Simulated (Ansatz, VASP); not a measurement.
# SnSe in VASP and in Ansatz

```
Sn Se
1.0
     0.00000   -2.98877   -2.98877
     0.00000    2.98877   -2.98877
     5.97754    0.00000    0.00000
Sn Se
2 2
Direct
  0.47491 0.47491 0.50000
  0.02509 0.02509 0.00000
  0.50984 0.50984 0.00000
  0.99016 0.99016 0.50000
```

Change from the starting cell: mode 7 (46.3 1/cm) frozen in, largest displacement -0.150 Å.

Alike in both runs: task single point; functional PBE; dispersion D3(BJ); k mesh 8 × 8 × 6; occupations gaussian, width 0.05 eV; no spin polarisation.

|  | VASP | Ansatz |
| --- | --- | --- |
| version | VASP 6.6.1 | Ansatz 0.2.0 |
| potentials or method | VASP PAW PBE potentials, release 64 (Sn_d, Se), cutoff 520 eV | scalar-relativistic, plane waves, PAW |
| valence electrons in the cell | 40 | 60 |

|  | VASP | Ansatz | Ansatz less VASP |
| --- | --- | --- | --- |
| gap on the k mesh at the Fermi level (eV) | 0.22 | 0.22 | +0.001 |
| least direct gap on the mesh (eV) | 0.22 | 0.22 | +0.001 |
| pressure (GPa) | 0.1 | 0.1 | +0.01 |
| traceless stress, the component that is largest in VASP (GPa) | 0.21 | 0.21 | -0.004 |
| rms of the force components (eV/Å) | 0.065 | 0.064 | -0.0015 |

Atom by atom the forces differ by 0.003 eV/Å (rms over components). VASP's potentials hold 40 valence electrons a cell and Ansatz's 60, so a difference there can come from the potentials and not from the codes.
